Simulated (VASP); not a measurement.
KBr: electric field gradients with PBE

The system is KBr.

```
K Br
1.0
     0.00000    3.29250    3.29250
     3.29250    0.00000    3.29250
     3.29250    3.29250    0.00000
K Br
1 1
Direct
  0.00000 0.00000 0.00000
  0.50000 0.50000 0.50000
```

```yaml
Program: VASP 6.6.1
Task: electric field gradients
Functional: PBE
Potentials_or_basis: VASP PAW PBE potentials, release 64 (K_sv, Br)
Cutoff: 520 eV
k_mesh: 7 × 7 × 7
Occupations: fermi-dirac, width 0.01 eV
Spin: no spin polarisation
Dipole_correction: no
Further_INCAR_settings: ALGO = Normal; EDIFF = 1e-08; NBANDS = 15
```

```
Pressure               : 0.9 GPa
Band gap on the k mesh : 4.45 eV, direct
```

Levels at points of the mesh, in eV from the valence-band top:
```csv
k point,band 6,band 7,band 8,band 9,band 10,band 11
"(0.00, 0.00, 0.00)",0.00,0.00,0.00,4.45,7.61,7.61
```

Run time: 24 s on 1 thread of Intel(R) Xeon(R) 6975P-C (Granite Rapids) (shared host), peak memory 0.21 GiB.

Caveat: without QUAD_EFG the Cq values of the log hold for a quadrupole moment of 1 mb, not for the nuclei. As with any semilocal functional, this PBE gap is likely too small.
